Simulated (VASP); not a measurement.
# Bi (P6_3/mmc) in VASP: notebook, part 2 of 3

VASP 6.6.1.

## Step 4: Relaxation of cell and atoms, PBE

This run uses another cell than the first one, of 31.85 Å³/atom, 0.932 times its volume.

INCAR

```
PREC     = Accurate       # precision mode
ENCUT    = 600            # plane-wave cutoff, eV
EDIFF    = 1E-6           # SCF threshold, eV
ISMEAR   = -1             # smearing method
SIGMA    = 0.1            # smearing width, eV
LREAL    = F              # projectors in reciprocal space
LASPH    = T              # aspherical terms in the spheres
NELM     = 60             # most SCF steps
ALGO     = Normal         # electronic algorithm
ISIF     = 3              # what is computed and relaxed
LWAVE    = F              # write WAVECAR
LCHARG   = F              # write CHGCAR
GGA      = PE             # functional
IBRION   = 2              # ionic algorithm
NSW      = 80             # ionic steps
EDIFFG   = -0.01          # ionic threshold
```

KPOINTS

```
Automatic mesh
0
Gamma
  10 10 6
```

POSCAR

```
Bi
1.0
    3.5579831475      0.0000000000      0.0000000000
   -1.7789915738      3.0813037920      0.0000000000
    0.0000000000      0.0000000000      5.8101864799
Bi
2
Direct
    0.3333333333      0.6666666667      0.2500000000
    0.6666666667      0.3333333333      0.7500000000
```

Potentials or basis: VASP PAW PBE potentials, release 64 (Bi_d).

Command:

```
cat potpaw_PBE.64/Bi_d/POTCAR > POTCAR
mpirun -np 1 vasp_std > vasp.out
```

OUTCAR:

```text
PREC = Accurate
   ENCUT = 600
   EDIFF = 1E-6
   ISMEAR = -1
   LREAL = F
   LASPH = T
   NELM = 60
   ISIF = 3
   GGA = PE
   IBRION = 2
   NSW = 80
   EDIFFG = -0.01

 ion  position               nearest neighbor table
   1  0.333  0.667  0.250-   2 3.56   2 3.56   2 3.56   2 3.56   2 3.56   2 3.56
   2  0.667  0.333  0.750-   1 3.56   1 3.56   1 3.56   1 3.56   1 3.56   1 3.56

  LATTYP: Found a hexagonal cell.
 ALAT       =     3.5579831475
 C/A-ratio  =     1.6330000000

  Lattice vectors:

 A1 = (   3.5579831475,   0.0000000000,   0.0000000000)
 A2 = (  -1.7789915738,   3.0813037920,   0.0000000000)
 A3 = (   0.0000000000,   0.0000000000,   5.8101864799)

Analysis of symmetry for initial positions (statically):
=====================================================================
 Subroutine PRICEL returns:
 Original cell was already a primitive cell.

 Routine SETGRP: Setting up the symmetry group for a
 hexagonal supercell.

 Subroutine GETGRP returns: Found 24 space group operations
 (whereof 12 operations were pure point group operations)
 out of a pool of 24 trial point group operations.

The static configuration has the point symmetry D_3d.
[... 166 lines left out ...]

  FORCE on cell =-STRESS in cart. coord.  units (eV):
  Direction    XX          YY          ZZ          XY          YZ          ZX
  --------------------------------------------------------------------------------------
  -------------------------------------------------------------------------------------
  Total       -0.2091527     -0.2091527     -0.0089885      0.0000000      0.0000000      0.0000000
  in kB       -5.2607246     -5.2607246     -0.2260827      0.0000000      0.0000000      0.0000000
  external PRESSURE =      -3.5825106 kB  Pullay stress =       0.0000000 kB
[... 131 lines left out ...]
--------------------------------------- Ionic step        5  -------------------------------------------

 number of electron      30.0000003 magnetization

 Free energy of the ion-electron system (eV)
  ---------------------------------------------------
  ext. energy  EPLUGINS =         0.00000000
  ---------------------------------------------------
  free energy    TOTEN  =        -7.52892653 eV

  energy without entropy =       -7.49414589  energy(sigma->0) =       -7.51153621

 E-fermi :   7.8099     XC(G=0): -10.2172

 val. band max:        7.8032700797   @ k =   0.4000   0.2000   0.1667
 cond. band min:       7.8703023849   @ k =   0.5000   0.0000   0.3333
 fundamental gap:      0.0670323052
 Fermi energy:         7.8099494217

 k-point     1 :       0.0000    0.0000    0.0000
  band No.  band energies     occupation
      1     -15.2935      2.00000
      2     -15.2835      2.00000
      3     -15.2736      2.00000
      4     -15.2736      2.00000
      5     -15.2657      2.00000
      6     -15.2657      2.00000
[... 505 lines left out ...]
      6     -15.2042      2.00000
[... 11 lines left out ...]
     18       9.8223      0.00000
     19      13.9436      0.00000

 [... further k-points ...]
[... 5 lines left out ...]
  --------------------------------------------------------------------------------------
  -------------------------------------------------------------------------------------
  Total        0.0068473      0.0068473      0.0134188     -0.0000000      0.0000000      0.0000000
  in kB        0.1734222      0.1734222      0.3398571     -0.0000000      0.0000000      0.0000000
  external PRESSURE =       0.2289005 kB  Pullay stress =       0.0000000 kB
[... 17 lines left out ...]
  FREE ENERGIE OF THE ION-ELECTRON SYSTEM (eV)
  ---------------------------------------------------
  free  energy   TOTEN  =        -7.5289265255 eV

  energy  without entropy=       -7.4941458941  energy(sigma->0) =       -7.51153621

 reached required accuracy - stopping structural energy minimisation
```

CONTCAR:

```text
Bi
   1.00000000000000
     3.5412318491262793    0.0000000000002717   -0.0000000000000000
    -1.7706159246126696    3.0667967420614533    0.0000000000000000
     0.0000000000000000    0.0000000000000000    5.8248823791595079
  Bi
     2
Direct
     0.3333333332999970    0.6666666667000030    0.2500000000000000
     0.6666666667000030    0.3333333332999970    0.7500000000000000

  0.00000000E+00  0.00000000E+00  0.00000000E+00
  0.00000000E+00  0.00000000E+00  0.00000000E+00
```

Run time: 92 s. Hardware: 1 thread of Intel Xeon Platinum 8488C (Sapphire Rapids), shared host; peak memory 0.23 GiB.

Results:

| Quantity | Value |
| --- | --- |
| Free energy | -7.5289 eV |
| Relaxed volume | 31.63 Å³/atom |
| Relaxed cell | a = 3.541 Å, b = 3.541 Å, c = 5.825 Å, α = 90.00°, β = 90.00°, γ = 120.00° |
| Space group after relaxing (to 0.05 Å) | P6_3/mmc (No. 194) |
| Energy gained by relaxing | 0.5 meV/atom |
| Ionic steps | 5 |
| Pressure after relaxing | 0.0 GPa |
| Band gap on the k mesh | zero (band 15 reaches 11.85 eV, above the bottom of band 16 at 5.38 eV) |

The path:
| step | energy change (eV) | largest force (eV/Å) | pressure (GPa) | volume (Å³) |
| --- | --- | --- | --- | --- |
| 1 | 0.0000 | 0.0000 | -0.36 | 63.70 |
| 2 | -0.0008 | 0.0000 | 0.19 | 63.04 |
| 3 | -0.0009 | 0.0000 | 0.07 | 63.17 |
| 4 | -0.0010 | 0.0000 | 0.02 | 63.24 |
| 5 | -0.0010 | 0.0000 | 0.02 | 63.26 |

Final structure:
```
CELL_PARAMETERS angstrom
3.54123 0.00000 0.00000
-1.77062 3.06680 0.00000
0.00000 0.00000 5.82488
ATOMIC_POSITIONS crystal
Bi 0.33333 0.66667 0.25000
Bi 0.66667 0.33333 0.75000
```

Levels at points of the mesh, in eV from the Fermi level:
```tsv
k point	band 12	band 13	band 14	band 15	band 16	band 17	band 18	band 19
(0.00, 0.00, 0.00)	-10.78	-5.22	3.34	3.34	4.80	4.83	4.83	6.97
(0.50, 0.00, 0.00)	-9.80	-4.40	-3.00	-1.93	0.21	0.40	3.28	4.81
(0.00, 0.00, 0.50)	-12.50	-1.18	-1.18	4.04	4.04	4.04	4.04	7.88
(0.50, 0.00, 0.50)	-10.25	-4.77	-4.77	1.43	1.43	1.54	1.54	5.54
```

Caveat: spin-orbit coupling is left out, which moves the levels of the heavy elements.

## Step 5: Single point, PBE

This run uses another cell than the first one, of 31.63 Å³/atom, 0.926 times its volume.

INCAR

```
  PREC = Accurate
  ENCUT = 520
  EDIFF = 1E-6
  ISMEAR = -1
  SIGMA = 0.1
  LREAL = F
  LASPH = T
  NELM = 60
  ALGO = Normal
  ISIF = 2
  LWAVE = F
  LCHARG = F
  GGA = PE
  NBANDS = 22
```

KPOINTS

```
regular mesh
0
Gamma
  17 17 9
```

POSCAR

```
Bi
1.0
    3.5419158457      0.0000000000      0.0000000000
   -1.7709579229      3.0673891004      0.0000000000
    0.0000000000      0.0000000000      5.8227225708
Bi
2
Direct
    0.3333333333      0.6666666667      0.2500000000
    0.6666666667      0.3333333333      0.7500000000
```

Potentials or basis: VASP PAW PBE potentials, release 64 (Bi_d).

Command:

```
cat potpaw_PBE.64/Bi_d/POTCAR > POTCAR
mpirun -np 1 vasp_std > vasp.out
```

OUTCAR:

```text
PREC = Accurate
   ENCUT = 520
   EDIFF = 1E-6
   ISMEAR = -1
   LREAL = F
   LASPH = T
   NELM = 60
   ISIF = 2
   GGA = PE

 ion  position               nearest neighbor table
   1  0.333  0.667  0.250-   2 3.56   2 3.56   2 3.56   2 3.56   2 3.56   2 3.56
   2  0.667  0.333  0.750-   1 3.56   1 3.56   1 3.56   1 3.56   1 3.56   1 3.56

  LATTYP: Found a hexagonal cell.
 ALAT       =     3.5419158457
 C/A-ratio  =     1.6439471813

  Lattice vectors:

 A1 = (   3.5419158457,   0.0000000000,   0.0000000000)
 A2 = (  -1.7709579229,   3.0673891004,   0.0000000000)
 A3 = (   0.0000000000,   0.0000000000,   5.8227225708)

Analysis of symmetry for initial positions (statically):
=====================================================================
 Subroutine PRICEL returns:
 Original cell was already a primitive cell.

 Routine SETGRP: Setting up the symmetry group for a
 hexagonal supercell.

 Subroutine GETGRP returns: Found 24 space group operations
 (whereof 12 operations were pure point group operations)
 out of a pool of 24 trial point group operations.

The static configuration has the point symmetry D_3d.
[... 153 lines left out ...]
 number of electron      30.0000003 magnetization

 Free energy of the ion-electron system (eV)
  ---------------------------------------------------
  ext. energy  EPLUGINS =         0.00000000
  ---------------------------------------------------
  free energy    TOTEN  =        -7.51640568 eV

  energy without entropy =       -7.47483057  energy(sigma->0) =       -7.49561813

 E-fermi :   7.8170     XC(G=0): -10.2168

 val. band max:        7.8169889267   @ k =   0.4706  -0.0000   0.3333
 cond. band min:       7.8189388382   @ k =   0.3529   0.2353   0.0000
 fundamental gap:      0.0019499115
 Fermi energy:         7.8170487616

 k-point     1 :       0.0000    0.0000    0.0000
  band No.  band energies     occupation
      1     -15.2915      2.00000
      2     -15.2815      2.00000
      3     -15.2712      2.00000
      4     -15.2712      2.00000
      5     -15.2633      2.00000
      6     -15.2633      2.00000
[... 589 lines left out ...]
     21      16.6696      0.00000
     22      17.1998      0.00000

 [... further k-points ...]
[... 5 lines left out ...]
  --------------------------------------------------------------------------------------
  -------------------------------------------------------------------------------------
  Total       -0.0256204     -0.0256204      0.1209632      0.0000000      0.0000000      0.0000000
  in kB       -0.6488793     -0.6488793      3.0635892      0.0000000      0.0000000      0.0000000
  external PRESSURE =       0.5886102 kB  Pullay stress =       0.0000000 kB

 VOLUME and BASIS-vectors are now :
 -----------------------------------------------------------------------------
  energy-cutoff  :      520.00
  volume of cell :       63.26
      direct lattice vectors                 reciprocal lattice vectors
     3.541915846  0.000000000  0.000000000     0.282333077  0.163005078  0.000000000
    -1.770957923  3.067389100  0.000000000     0.000000000  0.326010156  0.000000000
     0.000000000  0.000000000  5.822722571     0.000000000  0.000000000  0.171740966

 POSITION                                       TOTAL-FORCE (eV/Angst)
 -----------------------------------------------------------------------------------
     -0.00000      2.04493      1.45568         0.000000     -0.000000      0.000000
      1.77096      1.02246      4.36704        -0.000000      0.000000      0.000000
 -----------------------------------------------------------------------------------
    total drift:                               -0.000000      0.000000      0.000000

  FREE ENERGIE OF THE ION-ELECTRON SYSTEM (eV)
  ---------------------------------------------------
  free  energy   TOTEN  =        -7.5164056843 eV

  energy  without entropy=       -7.4748305730  energy(sigma->0) =       -7.49561813
```

OSZICAR:

```text
N       E                     dE             d eps       ncg     rms          rms(c)
DAV:   1     0.306657004068E+03    0.30666E+03   -0.16263E+04  7266   0.170E+03
DAV:   2     0.178442470516E+02   -0.28881E+03   -0.28155E+03  7392   0.443E+02
DAV:   3    -0.667258110972E+01   -0.24517E+02   -0.24228E+02  8712   0.141E+02
DAV:   4    -0.749000005096E+01   -0.81742E+00   -0.81695E+00  9064   0.280E+01
DAV:   5    -0.752358318097E+01   -0.33583E-01   -0.33582E-01 10288   0.515E+00    0.609E-01
DAV:   6    -0.751692323414E+01    0.66599E-02   -0.21462E-02  9090   0.162E+00    0.371E-01
DAV:   7    -0.751626348268E+01    0.65975E-03   -0.11548E-02  8812   0.118E+00    0.118E-01
DAV:   8    -0.751639997021E+01   -0.13649E-03   -0.87759E-04  8644   0.370E-01    0.120E-02
DAV:   9    -0.751640724360E+01   -0.72734E-05   -0.24004E-05 11042   0.405E-02    0.554E-03
DAV:  10    -0.751640562215E+01    0.16215E-05   -0.93963E-07  5708   0.895E-03    0.512E-04
DAV:  11    -0.751640568426E+01   -0.62111E-07   -0.21306E-07  4920   0.659E-03
   1 F= -.75164057E+01 E0= -.74956181E+01  d E =-.415751E-01
```

stdout:

```text
POSCAR found type information on POSCAR Bi
 POSCAR found :  1 types and       2 ions
 scaLAPACK will be used
 LDA part: xc-table for (Slater+PW92), standard interpolation
 POSCAR, INCAR and KPOINTS ok, starting setup
 FFT: planning ... GRIDC
 FFT: planning ... GRID_SOFT
 FFT: planning ... GRID
 WAVECAR not read
 entering main loop
```

Wall time 3.6 min (1 thread of Intel Xeon 8259CL, shared host); peak memory 0.31 GiB.

Results:

```
Free energy            : -7.5164 eV
Pressure               : 0.1 GPa
Band gap on the k mesh : zero (band 15 reaches 11.72 eV, above the bottom of band 16 at 5.43 eV)
```

Stress tensor (GPa, compression positive):
```
-0.06  0.00  0.00
 0.00 -0.06  0.00
 0.00  0.00  0.31
```

Caveat: spin-orbit coupling is left out, which moves the levels of the heavy elements.

(Part 2 of 3 ends here.)
